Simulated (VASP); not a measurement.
# Cd3Hg2S5 (I-4m2) in VASP: single point with PBE

Aim: the single point of Cd3Hg2S5 with PBE.

Everything below comes from runs of VASP 6.6.1. Logs are shortened: lines on timing, memory, paths and dates and some standing lists are left out, and cuts for length are marked.

### Step 1. The cell of the first run

It takes space group I-4m2 (No. 119, tetragonal). Conventional cell: a = 4.211 Å, b = 4.211 Å, c = 29.735 Å, α = 90.00°, β = 90.00°, γ = 90.00°. Within 3.4 Å of Cd (site symmetry 2mm) lie 4 S at 2.57 Å. Within 3.4 Å of Cd (site symmetry -4m2) lie 4 S at 2.57 Å. Hg (site symmetry 2mm) has 4 S at 2.59 Å within 3.4 Å. Within 3.4 Å of S (site symmetry 2mm) lie 2 Cd at 2.57 Å and 2 Hg at 2.59 Å. S (site symmetry 2mm) has 4 Cd at 2.57 Å within 3.4 Å. Within 3.4 Å of S (site symmetry -4m2) lie 4 Hg at 2.59 Å.

### Step 2. Single point, PBE

Input file INCAR:

```
SYSTEM = Cd3Hg2S5
ALGO = Normal
EDIFF = 1E-6
ENCUT = 500
GGA = PE
GGA_COMPAT = .FALSE.
ISIF = 2
ISMEAR = 0
KPAR = 4
LASPH = .TRUE.
LCHARG = .FALSE.
LREAL = .FALSE.
LWAVE = .FALSE.
NBANDS = 56
NELM = 120
PREC = Accurate
SIGMA = 0.02
```

Input file KPOINTS:

```
k-points
0
G
  12 12 12
  0 0 0
```

Input file POSCAR:

```
Cd3Hg2S5
1.0
   -2.1054035066      2.1054035066     14.8675095455
    2.1054035066     -2.1054035066     14.8675095455
    2.1054035066      2.1054035066    -14.8675095455
Cd Hg S
3 2 5
Direct
    0.9009941094      0.9009941094      0.0000000000
    0.5000000000      0.5000000000      0.0000000000
    0.0990058906      0.0990058906      0.0000000000
    0.6992217485      0.6992217485      0.0000000000
    0.3007782515      0.3007782515      0.0000000000
    0.3516207379      0.8516207379      0.5000000000
    0.9504999242      0.4504999242      0.5000000000
    0.5495000758      0.0495000758      0.5000000000
    0.1483792621      0.6483792621      0.5000000000
    0.7500000000      0.2500000000      0.5000000000
```

Potentials or basis: VASP PAW PBE potentials, release 64 (Cd, Hg, S).

The run is started by

```bash
> cat potpaw_PBE.64/Cd/POTCAR potpaw_PBE.64/Hg/POTCAR potpaw_PBE.64/S/POTCAR > POTCAR
> mpirun -np 4 vasp_std > vasp.out
```

OUTCAR:

```text
SYSTEM = Cd3Hg2S5
   EDIFF = 1E-6
   ENCUT = 500
   GGA = PE
   ISIF = 2
   ISMEAR = 0
   LASPH = .TRUE.
   LREAL = .FALSE.
   NELM = 120
   PREC = Accurate

 ion  position               nearest neighbor table
   1  0.901  0.901  0.000-   6 2.57   6 2.57   7 2.57   7 2.57
   2  0.500  0.500  0.000-   8 2.57   7 2.57   8 2.57   7 2.57
   3  0.099  0.099  0.000-   9 2.57   9 2.57   8 2.57   8 2.57
   4  0.699  0.699  0.000-  10 2.59  10 2.59   9 2.59   9 2.59
   5  0.301  0.301  0.000-  10 2.59  10 2.59   6 2.59   6 2.59
   6  0.352  0.852  0.500-   1 2.57   1 2.57   5 2.59   5 2.59
   7  0.950  0.450  0.500-   2 2.57   2 2.57   1 2.57   1 2.57
   8  0.550  0.050  0.500-   2 2.57   2 2.57   3 2.57   3 2.57
   9  0.148  0.648  0.500-   3 2.57   3 2.57   4 2.59   4 2.59
  10  0.750  0.250  0.500-   5 2.59   4 2.59   5 2.59   4 2.59

  LATTYP: Found a body centered tetragonal cell.
 ALAT       =     4.2108070132
 C/A-ratio  =     7.0615962683

  Lattice vectors:

 A1 = (  -2.1054035066,   2.1054035066,  14.8675095455)
 A2 = (   2.1054035066,  -2.1054035066,  14.8675095455)
 A3 = (   2.1054035066,   2.1054035066, -14.8675095455)

Analysis of symmetry for initial positions (statically):
=====================================================================
 Subroutine PRICEL returns:
 Original cell was already a primitive cell.

 Routine SETGRP: Setting up the symmetry group for a
 body centered tetragonal supercell.

 Subroutine GETGRP returns: Found  8 space group operations
 (whereof  8 operations were pure point group operations)
 out of a pool of 16 trial point group operations.

The static configuration has the point symmetry D_2d.

Analysis of symmetry for dynamics (positions and initial velocities):
=====================================================================
 Subroutine PRICEL returns:
 Original cell was already a primitive cell.

 Routine SETGRP: Setting up the symmetry group for a
 body centered tetragonal supercell.

 Subroutine GETGRP returns: Found  8 space group operations
 (whereof  8 operations were pure point group operations)
 out of a pool of 16 trial point group operations.

The dynamic configuration has the point symmetry D_2d.

 Subroutine INISYM returns: Found  8 space group operations
 (whereof  8 operations are pure point group operations),
 and found     1 'primitive' translations
[... 116 lines left out ...]
   NFREE  =      0    steps in history (QN), initial steepest desc. (CG)
   ISIF   =      2    stress and relaxation
   ISYM   =      2    0-nonsym 1-usesym 2-fastsym
   POTIM  = 0.5000    time-step for ionic-motion
   TEBEG  =    0.0;   TEEND  =   0.0 temperature during run
   PSTRESS=    0.0 pullay stress
   NELECT =      90.0000    total number of electrons
   NUPDOWN=      -1.0000    fix difference up-down
   EMIN   =  10.00;   EMAX   =-10.00  energy-range for DOS
   EFERMI =   0.00;   METHOD = LEGACY
   ISMEAR =     0;   SIGMA  =   0.02  broadening in eV -4-tet -1-fermi 0-gaus
   EFERMI_NEDOS =   21; number of points for ismear=-14 and -15
   IALGO  =     38    algorithm
   IMIX   =      4    mixing-type and parameters
     AMIX     =   0.40;   BMIX     =  1.00
     AMIX_MAG =   1.60;   BMIX_MAG =  1.00
  volume/ion in A,a.u.               =      26.36       177.90
  Fermi-wavevector in a.u.,A,eV,Ry     =   1.144193  2.162212 17.812450  1.309178
  Thomas-Fermi vector in A             =   2.280886
   LORBIT       =      0    0 simple, 1 ext, 2 COOP (PROOUT), +10 PAW based schemes
   GGA     = PE    functional components
   LHFCALC =     F    Hartree Fock is set to
   AEXX    =    0.0000 exact exchange contribution
   IVDW    =     0    specifies the selected vdW correction
   LEPSILON=     F    determine dielectric tensor
   LRPA    =     F    only Hartree local field effects (RPA)
 non-spin polarized calculation
 Gauss-broadening in eV      SIGMA  =   0.02
  energy-cutoff  :      500.00
  volume of cell :      263.61
 maximum number of plane-waves:      6743
   NGX = 55   NGY = 55   NGZ = 55

 number of electron      90.0000001 magnetization

 Free energy of the ion-electron system (eV)
  ---------------------------------------------------
  ext. energy  EPLUGINS =         0.00000000
  ---------------------------------------------------
  free energy    TOTEN  =       -27.53522747 eV

  energy without entropy =      -27.53522747  energy(sigma->0) =      -27.53522747

 E-fermi :   1.3104     XC(G=0):  -8.9419

 val. band max:        1.1898091715   @ k =   0.0000   0.0000   0.0000
 cond. band min:       1.5107220441   @ k =   0.0000   0.0000   0.0000
 fundamental gap:      0.3209128726
 Fermi energy:         1.3104047864

 k-point     1 :       0.0000    0.0000    0.0000
  band No.  band energies     occupation
      1     -11.2785      2.00000
      2     -11.0359      2.00000
      3     -11.0252      2.00000
      4     -10.7594      2.00000
      5     -10.7029      2.00000
      6      -6.5845      2.00000
[... 1405 lines left out ...]
     55       7.3117      0.00000
     56       7.8908      0.00000

 [... further k-points ...]

------------------------ aborting loop because EDIFF is reached ----------------------------------------

  FORCE on cell =-STRESS in cart. coord.  units (eV):
  Direction    XX          YY          ZZ          XY          YZ          ZX
  --------------------------------------------------------------------------------------
  -------------------------------------------------------------------------------------
  Total        0.4326520      0.4326520      0.4353979      0.0000000      0.0000000      0.0000000
  in kB        2.6295439      2.6295439      2.6462328      0.0000000      0.0000000      0.0000000
  external PRESSURE =       2.6351069 kB  Pullay stress =       0.0000000 kB

 VOLUME and BASIS-vectors are now :
 -----------------------------------------------------------------------------
  energy-cutoff  :      500.00
  volume of cell :      263.61
      direct lattice vectors                 reciprocal lattice vectors
    -2.105403507  2.105403507 14.867509546     0.000000000  0.237484168  0.033630380
     2.105403507 -2.105403507 14.867509546     0.237484168  0.000000000  0.033630380
     2.105403507  2.105403507-14.867509546     0.237484168  0.237484168  0.000000000

 POSITION                                       TOTAL-FORCE (eV/Angst)
 -----------------------------------------------------------------------------------
      0.00000      0.00000     26.79108        -0.000000     -0.000000      0.000602
      0.00000      0.00000     14.86751         0.000000     -0.000000      0.000000
      0.00000      0.00000      2.94394         0.000000      0.000000     -0.000602
      0.00000      0.00000     20.79137        -0.000000      0.000000     -0.000103
      0.00000      0.00000      8.94365        -0.000000      0.000000      0.000103
      2.10540      0.00000     10.45545         0.000000      0.000000     -0.001990
      0.00000      2.10540     13.39562         0.000000     -0.000000     -0.000049
      0.00000      2.10540      1.47189         0.000000     -0.000000      0.000049
      2.10540      0.00000      4.41206        -0.000000     -0.000000      0.001990
      0.00000      2.10540      7.43375         0.000000     -0.000000      0.000000
 -----------------------------------------------------------------------------------
    total drift:                                0.000000     -0.000000      0.000000

  FREE ENERGIE OF THE ION-ELECTRON SYSTEM (eV)
  ---------------------------------------------------
  free  energy   TOTEN  =       -27.5352274676 eV

  energy  without entropy=      -27.5352274676  energy(sigma->0) =      -27.53522747
```

stdout:

```text
POSCAR found type information on POSCAR CdHgS
 POSCAR found :  3 types and      10 ions
 scaLAPACK will be used
 LDA part: xc-table for (Slater+PW92), standard interpolation
 POSCAR, INCAR and KPOINTS ok, starting setup
 FFT: planning ... GRIDC
 FFT: planning ... GRID_SOFT
 FFT: planning ... GRID
 WAVECAR not read
 entering main loop
```

Wall time 1.8 h (4 MPI ranks of Intel Xeon Platinum 8488C (Sapphire Rapids), shared host); peak memory 3.4 GiB.

Results:

```yaml
Free_energy: -27.5352 eV
Pressure: 0.3 GPa
Band_gap_on_the_k_mesh: 0.32 eV
```

Levels at points of the mesh, in eV from the valence-band top:
| k point | band 43 | band 44 | band 45 | band 46 | band 47 | band 48 |
| --- | --- | --- | --- | --- | --- | --- |
| (0.00, 0.00, 0.00) | -0.04 | 0.00 | 0.00 | 0.32 | 2.46 | 2.47 |
| (0.50, 0.00, 0.00) | -0.80 | -0.64 | -0.61 | 2.12 | 2.30 | 3.02 |
| (0.50, 0.50, 0.00) | -1.94 | -1.90 | -1.88 | 3.42 | 3.50 | 3.53 |
| (0.50, 0.50, 0.50) | -0.41 | -0.09 | -0.09 | 1.09 | 1.56 | 3.16 |

Caveat: spin-orbit coupling is left out, which moves the levels of the heavy elements. A k mesh can miss the band edges.
